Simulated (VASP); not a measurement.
# GdO (F-43m) in VASP: a series of runs, part 2 of 2

VASP 6.6.1.

### Step 3. Single point, PBE+D3(BJ)+U, collinear spin, ferromagnetic start (18.43 Å³/atom)

The input, INCAR:

```
PREC     = Accurate       # precision mode
ENCUT    = 520            # plane-wave cutoff, eV
EDIFF    = 1E-6           # SCF threshold, eV
ISMEAR   = 0              # smearing method
SIGMA    = 0.05           # smearing width, eV
LREAL    = False          # projectors in reciprocal space
LASPH    = True           # aspherical terms in the spheres
NELM     = 150            # most SCF steps
ALGO     = Normal         # electronic algorithm
ISIF     = 2              # what is computed and relaxed
LWAVE    = False          # write WAVECAR
LCHARG   = True           # write CHGCAR
ISPIN    = 2              # spin polarisation
MAGMOM   = 7.69 0.02      # initial moments
LORBIT   = 11             # projections on sites
LMAXMIX  = 6              # l up to which the mixer works
LDAU     = True           # DFT+U
LDAUTYPE = 2            
LDAUL    = 3 -1           # shell
LDAUU    = 6 0            # U, eV
LDAUJ    = 0 0          
LDAUPRINT= 1            
GGA      = PE             # functional
IVDW     = 12             # dispersion correction
LELF     = True           # ELF
LVHAR    = True         
NBANDS   = 23             # bands
```

The input, KPOINTS:

```
regular mesh
0
Gamma
  8 8 8
```

The input, POSCAR:

```
GdO
1.0
    0.0000000000      2.6416191722      2.6416191722
    2.6416191722      0.0000000000      2.6416191722
    2.6416191722      2.6416191722      0.0000000000
Gd O
1 1
Direct
    0.0000000000      0.0000000000      0.0000000000
    0.2500000000      0.2500000000      0.2500000000
```

Potentials or basis: VASP PAW PBE potentials, release 64 (Gd, O).

The run is started by

```bash
> cat potpaw_PBE.64/Gd/POTCAR potpaw_PBE.64/O/POTCAR > POTCAR
> mpirun -np 1 vasp_std > vasp.out
```

OUTCAR:

```text
PREC = Accurate
   ENCUT = 520
   EDIFF = 1E-6
   ISMEAR = 0
   LREAL = False
   LASPH = True
   NELM = 150
   ISIF = 2
   ISPIN = 2
   LORBIT = 11
   GGA = PE
   IVDW = 12
 IVDW          = 12

 ion  position               nearest neighbor table
   1  0.000  0.000  0.000-   2 2.29   2 2.29   2 2.29   2 2.29
   2  0.250  0.250  0.250-   1 2.29   1 2.29   1 2.29   1 2.29

  LATTYP: Found a face centered cubic cell.
 ALAT       =     5.2832383444

  Lattice vectors:

 A1 = (   0.0000000000,   2.6416191722,   2.6416191722)
 A2 = (   2.6416191722,   0.0000000000,   2.6416191722)
 A3 = (   2.6416191722,   2.6416191722,   0.0000000000)

Analysis of symmetry for initial positions (statically):
=====================================================================
 Subroutine PRICEL returns:
 Original cell was already a primitive cell.

 Routine SETGRP: Setting up the symmetry group for a
 face centered cubic supercell.

 Subroutine GETGRP returns: Found 24 space group operations
 (whereof 24 operations were pure point group operations)
 out of a pool of 48 trial point group operations.

The static configuration has the point symmetry T_d .

Analysis of symmetry for dynamics (positions and initial velocities):
=====================================================================
 Subroutine PRICEL returns:
 Original cell was already a primitive cell.

 Routine SETGRP: Setting up the symmetry group for a
 face centered cubic supercell.

 Subroutine GETGRP returns: Found 24 space group operations
 (whereof 24 operations were pure point group operations)
 out of a pool of 48 trial point group operations.

The dynamic configuration has the point symmetry T_d .

Analysis of structural, dynamic, and magnetic symmetry:
=====================================================================
[... 192 lines left out ...]

 number of electron      24.0000010 magnetization       7.9414090

 Free energy of the ion-electron system (eV)
  ---------------------------------------------------
  ext. energy  EPLUGINS =         0.00000000
  ---------------------------------------------------
  free energy    TOTEN  =       -21.63881874 eV

  energy without entropy =      -21.63781751  energy(sigma->0) =      -21.63831812

 E-fermi :   4.5594     XC(G=0): -10.3984

 val. band max:        4.5433319188   @ k =   0.3750   0.1250   0.0000
 cond. band min:       4.5628003298   @ k =   0.3750   0.0000   0.0000
 fundamental gap:      0.0194684110
 Fermi energy:         4.5593850015

 spin component 1

 k-point     1 :       0.0000    0.0000    0.0000
  band No.  band energies     occupation
      1     -41.2640      1.00000
      2     -18.4398      1.00000
      3     -18.4398      1.00000
      4     -18.4398      1.00000
      5     -15.2192      1.00000
      6      -3.8395      1.00000
[... 1241 lines left out ...]
     22      14.2273      0.00000
     23      17.9210      0.00000

 [... further k-points ...]

------------------------ aborting loop because EDIFF is reached ----------------------------------------

 Edisp (eV)   -0.58466

 E8    (eV) :    -0.2790

  FORCE on cell =-STRESS in cart. coord.  units (eV):
  Direction    XX          YY          ZZ          XY          YZ          ZX
  --------------------------------------------------------------------------------------
  -------------------------------------------------------------------------------------
  Total       1.09211     1.09211     1.09211     0.00000     0.00000     0.00000
  in kB      47.46105    47.46105    47.46105     0.00000     0.00000     0.00000
  external pressure =       47.46 kB  Pullay stress =        0.00 kB

 VOLUME and BASIS-vectors are now :
 -----------------------------------------------------------------------------
  energy-cutoff  :      520.00
  volume of cell :       36.87
      direct lattice vectors                 reciprocal lattice vectors
     0.000000000  2.641619172  2.641619172    -0.189277851  0.189277851  0.189277851
     2.641619172  0.000000000  2.641619172     0.189277851 -0.189277851  0.189277851
     2.641619172  2.641619172  0.000000000     0.189277851  0.189277851 -0.189277851

 POSITION                                       TOTAL-FORCE (eV/Angst)
 -----------------------------------------------------------------------------------
      0.00000      0.00000      0.00000         0.000000     -0.000000     -0.000000
      1.32081      1.32081      1.32081        -0.000000      0.000000      0.000000
 -----------------------------------------------------------------------------------
    total drift:                               -0.000000     -0.000000     -0.000000

  FREE ENERGIE OF THE ION-ELECTRON SYSTEM (eV)
  ---------------------------------------------------
  free  energy   TOTEN  =       -22.2234797280 eV

  energy  without entropy=      -22.2224785027  energy(sigma->0) =      -22.22297912

 total charge

# of ion       s       p       d       f       tot
--------------------------------------------------
    1        2.038   5.652   0.548   6.979  15.217
    2        1.571   3.464   0.000   0.000   5.035
--------------------------------------------------
tot          3.609   9.116   0.548   6.979  20.251

 magnetization (x)

# of ion       s       p       d       f       tot
--------------------------------------------------
    1        0.006  -0.053   0.212   6.912   7.077
    2        0.005   0.002   0.000   0.000   0.007
--------------------------------------------------
tot          0.011  -0.051   0.212   6.912   7.084
```

OSZICAR:

```text
N       E                     dE             d eps       ncg     rms          rms(c)
DAV:   1     0.162033094112E+03    0.16203E+03   -0.87225E+03  3863   0.547E+03
DAV:   2     0.145023446043E+01   -0.16058E+03   -0.13812E+03  3767   0.508E+02
DAV:   3    -0.167174740788E+02   -0.18168E+02   -0.17829E+02  3953   0.115E+02
DAV:   4    -0.188035651663E+02   -0.20861E+01   -0.20728E+01  4958   0.256E+01
DAV:   5    -0.188612587945E+02   -0.57694E-01   -0.57646E-01  4126   0.568E+00    0.431E+01
DAV:   6    -0.216840167668E+02   -0.28228E+01   -0.18993E+01  4277   0.148E+02    0.801E+01
DAV:   7    -0.215995343641E+02    0.84482E-01   -0.27082E+00  4288   0.174E+01    0.574E+01
DAV:   8    -0.215631914893E+02    0.36343E-01   -0.61107E-01  4985   0.186E+01    0.296E+01
DAV:   9    -0.216009825636E+02   -0.37791E-01   -0.32263E-01  3849   0.149E+01    0.102E+01
DAV:  10    -0.216377037400E+02   -0.36721E-01   -0.58824E-02  4359   0.658E+00    0.259E+00
DAV:  11    -0.216382362832E+02   -0.53254E-03   -0.11729E-02  4514   0.130E+00    0.162E+00
DAV:  12    -0.216389370307E+02   -0.70075E-03   -0.22998E-03  4241   0.630E-01    0.792E-01
DAV:  13    -0.216387702046E+02    0.16683E-03   -0.77744E-04  4722   0.548E-01    0.160E-01
DAV:  14    -0.216387940486E+02   -0.23844E-04   -0.11003E-04  4023   0.698E-02    0.741E-02
DAV:  15    -0.216388144800E+02   -0.20431E-04   -0.14769E-05  4341   0.984E-02    0.400E-02
DAV:  16    -0.216388184952E+02   -0.40152E-05   -0.39929E-06  3564   0.256E-02    0.159E-02
DAV:  17    -0.216388187375E+02   -0.24229E-06   -0.57508E-07  2772   0.248E-02
   1 F= -.22223480E+02 E0= -.22222979E+02  d E =-.100123E-02  mag=     7.9414
```

Run time: 45 s. Hardware: 1 thread of AMD EPYC 9R45 (Zen 5), shared host; peak memory 0.18 GiB.

Results:

| Item | Value |
| --- | --- |
| Free energy | -22.2235 eV |
| Pressure | 4.7 GPa |
| Net moment | 7.94 μB per cell |
| Site moments | Gd +7.08; O +0.01 μB |
| Valence electrons inside the program's atomic spheres | Gd 15.22; O 5.04 |
| Dispersion energy per atom | -0.292 eV |

Levels at points of the mesh, in eV from the Fermi level:
Spin up:
| k point | band 12 | band 13 | band 14 | band 15 | band 16 | band 17 | band 18 | band 19 | band 20 | band 21 |
| --- | --- | --- | --- | --- | --- | --- | --- | --- | --- | --- |
| (0.00, 0.00, 0.00) | -8.21 | -5.95 | -5.95 | -5.95 | -2.46 | 2.53 | 2.53 | 4.60 | 4.60 | 4.60 |
| (0.50, 0.00, 0.00) | -8.21 | -5.60 | -5.50 | -5.50 | 0.01 | 2.41 | 2.41 | 2.98 | 4.72 | 4.72 |
| (0.50, 0.50, 0.00) | -8.23 | -6.53 | -4.66 | -4.66 | -1.10 | 0.91 | 4.24 | 4.73 | 4.73 | 7.71 |
Spin down:
```
           k point  band 5  band 6  band 7  band 8  band 9  band 10  band 11  band 12
(0.00, 0.00, 0.00)  -19.63   -5.83   -5.83   -5.83   -1.06     2.83     2.83     2.83
(0.50, 0.00, 0.00)  -18.14   -5.38   -5.38   -5.24    1.41     2.45     2.69     2.69
(0.50, 0.50, 0.00)  -17.73   -6.38   -4.55   -4.55    0.93     1.38     2.90     2.97
```

Eigenvalues of the final occupation matrices:
| site | spin | trace | eigenvalues |
| --- | --- | --- | --- |
| site 1 f | 1 | 6.95 | 0.99 0.99 0.99 0.99 0.99 0.99 1.00 |
| site 1 f | 2 | 0.03 | 0.00 0.00 0.00 0.00 0.00 0.00 0.01 |

Caveat: the cell stands under pressure; spin-orbit coupling is left out, which moves the levels of the heavy elements; a cell with one magnetic atom can't hold antiferromagnetic order, which such compounds often take.

### Step 4. Single point, BLYP+D3(BJ)+U, collinear spin, ferromagnetic start (18.88 Å³/atom)

This run uses another cell than the first one, of 18.88 Å³/atom.

The input, INCAR:

```
PREC = Accurate
ENCUT = 520
EDIFF = 1E-6
ISMEAR = 0
SIGMA = 0.05
LREAL = F
LASPH = T
NELM = 150
ALGO = Normal
ISIF = 2
LWAVE = F
LCHARG = T
ISPIN = 2
MAGMOM = 7.7 0.04
LORBIT = 11
LMAXMIX = 6
LDAU = T
LDAUTYPE = 2
LDAUL = 3 -1
LDAUU = 6 0
LDAUJ = 0 0
LDAUPRINT = 1
GGA = B5
ALDAX = 1.0
AGGAX = 1.0
AGGAC = 1.0
ALDAC = 0.0
IVDW = 12
VDW_S6 = 1.0
VDW_S8 = 2.6996
VDW_A1 = 0.4298
VDW_A2 = 4.2359
LELF = T
LVHAR = T
NBANDS = 23
```

KPOINTS is that of step 3.

The input, POSCAR:

```
GdO
1.0
    0.0000000000      2.6628759774      2.6628759774
    2.6628759774      0.0000000000      2.6628759774
    2.6628759774      2.6628759774      0.0000000000
Gd O
1 1
Direct
    0.0000000000      0.0000000000      0.0000000000
    0.2500000000      0.2500000000      0.2500000000
```

The run is started by

```bash
> cat potpaw_PBE.64/Gd/POTCAR potpaw_PBE.64/O/POTCAR > POTCAR
> mpirun -np 1 vasp_std > vasp.out
```

Run time: 60 s. Hardware: 1 thread of AMD EPYC 9R45 (Zen 5), shared host; peak memory 0.18 GiB.

It converged, with:

```
Free energy                                           : -21.8141 eV
Pressure                                              : 2.5 GPa
Net moment                                            : 7.90 μB per cell
Site moments                                          : Gd +7.08; O +0.02 μB
Valence electrons inside the program's atomic spheres : Gd 15.20; O 5.03
Dispersion energy per atom                            : -0.674 eV
```

Levels at points of the mesh, in eV from the Fermi level:
Spin up:
| k point | band 13 | band 14 | band 15 | band 16 | band 17 | band 18 | band 19 | band 20 |
| --- | --- | --- | --- | --- | --- | --- | --- | --- |
| (0.00, 0.00, 0.00) | -5.98 | -5.98 | -5.98 | -2.25 | 2.37 | 2.37 | 4.40 | 4.40 |
| (0.50, 0.00, 0.00) | -5.62 | -5.55 | -5.55 | -0.01 | 2.30 | 2.30 | 3.29 | 4.46 |
| (0.50, 0.50, 0.00) | -6.48 | -4.77 | -4.77 | -1.04 | 0.94 | 3.97 | 4.51 | 4.51 |
Spin down:
```
           k point  band 6  band 7  band 8  band 9  band 10  band 11
(0.00, 0.00, 0.00)   -5.89   -5.89   -5.89   -1.23     2.50     2.50
(0.50, 0.00, 0.00)   -5.46   -5.46   -5.34    1.10     2.22     2.38
(0.50, 0.50, 0.00)   -6.41   -4.67   -4.67    0.62     1.20     2.57
```

Eigenvalues of the final occupation matrices:
```csv
site,spin,trace,eigenvalues
site 1 f,1,6.95,0.99 0.99 0.99 0.99 0.99 0.99 1.00
site 1 f,2,0.03,0.00 0.00 0.00 0.00 0.00 0.00 0.01
```

Caveat: the PAW data sets were made with another functional, which shifts forces and pressure a little; spin-orbit coupling is left out, which moves the levels of the heavy elements; a cell with one magnetic atom can't hold antiferromagnetic order, which such compounds often take.

### Step 5. Single point, PBE+D4+U, collinear spin, ferromagnetic start (18.84 Å³/atom)

This run uses another cell than the first one, of 18.84 Å³/atom.

The input, INCAR:

```
SYSTEM = GdO
PREC = Accurate ; ENCUT = 520
EDIFF = 1E-6 ; ISMEAR = 0
SIGMA = 0.05 ; LREAL = .FALSE.
LASPH = .TRUE. ; NELM = 150
ALGO = Normal ; ISIF = 2
LWAVE = .FALSE. ; LCHARG = .FALSE.
ISPIN = 2 ; MAGMOM = 7.7 0.02
LORBIT = 11 ; LMAXMIX = 6
LDAU = .TRUE. ; LDAUTYPE = 2
LDAUL = 3 -1 ; LDAUU = 6 0
LDAUJ = 0 0 ; LDAUPRINT = 1
GGA = PE ; IVDW = 13
NBANDS = 23
```

The input, KPOINTS:

```
Automatic mesh
0
G
  8 8 8
  0 0 0
```

The input, POSCAR:

```
GdO
1.0
    0.0000000000      2.6609935952      2.6609935952
    2.6609935952      0.0000000000      2.6609935952
    2.6609935952      2.6609935952      0.0000000000
Gd O
1 1
Direct
    0.0000000000      0.0000000000      0.0000000000
    0.2500000000      0.2500000000      0.2500000000
```

The run is started by

```bash
> cat potpaw_PBE.64/Gd/POTCAR potpaw_PBE.64/O/POTCAR > POTCAR
> mpirun -np 1 vasp_std > vasp.out
```

It took 44 s on 1 thread of AMD EPYC 9R45 (Zen 5), shared host; peak memory 0.18 GiB.

Results (log left out):

```
Free energy                                           : -22.1693 eV
Pressure                                              : 2.3 GPa
Net moment                                            : 7.94 μB per cell
Site moments                                          : Gd +7.08; O +0.01 μB
Valence electrons inside the program's atomic spheres : Gd 15.20; O 5.02
Dispersion energy per atom                            : -0.250 eV
```

Levels at points of the mesh, in eV from the Fermi level:
Spin up:
```csv
k point,band 12,band 13,band 14,band 15,band 16,band 17,band 18,band 19,band 20,band 21
"(0.00, 0.00, 0.00)",-8.26,-5.83,-5.83,-5.83,-2.45,2.51,2.51,4.51,4.51,4.51
"(0.50, 0.00, 0.00)",-8.26,-5.53,-5.40,-5.40,0.02,2.38,2.38,2.94,4.62,4.62
"(0.50, 0.50, 0.00)",-8.28,-6.41,-4.60,-4.60,-1.08,0.92,4.16,4.64,4.64,7.50
```
Spin down:
| k point | band 5 | band 6 | band 7 | band 8 | band 9 | band 10 | band 11 | band 12 |
| --- | --- | --- | --- | --- | --- | --- | --- | --- |
| (0.00, 0.00, 0.00) | -19.51 | -5.70 | -5.70 | -5.70 | -1.06 | 2.79 | 2.79 | 2.79 |
| (0.50, 0.00, 0.00) | -18.13 | -5.27 | -5.27 | -5.17 | 1.41 | 2.43 | 2.67 | 2.67 |
| (0.50, 0.50, 0.00) | -17.75 | -6.25 | -4.49 | -4.49 | 0.94 | 1.39 | 2.86 | 2.93 |

Eigenvalues of the final occupation matrices:
```csv
site,spin,trace,eigenvalues
site 1 f,1,6.95,0.99 0.99 0.99 0.99 0.99 0.99 1.00
site 1 f,2,0.03,0.00 0.00 0.00 0.00 0.00 0.00 0.01
```

Caveat: spin-orbit coupling is left out, which moves the levels of the heavy elements; a cell with one magnetic atom can't hold antiferromagnetic order, which such compounds often take.

### Step 6. Overview

```csv
level,cell,gap on the mesh (eV),pressure (GPa),moment (μB)
PBE+D4+U,"a = 3.737 Å, angles 60.0°, 2 atoms",none,4.7,7.94
PBE+D3(BJ)+U,"a = 3.736 Å, angles 60.0°, 2 atoms",none,4.7,7.94
BLYP+D3(BJ)+U,"a = 3.766 Å, angles 60.0°, 2 atoms",none,2.5,7.90
PBE+D4+U,"a = 3.763 Å, angles 60.0°, 2 atoms",none,2.3,7.94
```

Alike in all rows: task single point; potentials or basis VASP PAW PBE potentials, release 64 (Gd, O); spin collinear, ferromagnetic start; Gd f U = 6.0 eV; k mesh 8 × 8 × 8; cutoff (eV) 520; smearing gaussian 0.05 eV.

Caveats: spin-orbit coupling is left out, which moves the levels of the heavy elements; a cell with one magnetic atom can't hold antiferromagnetic order, which such compounds often take; the cell stands under pressure (at least some runs); the PAW data sets were made with another functional, which shifts forces and pressure a little (at least some runs).

Absolute energies hang on the potentials; compare differences alone.
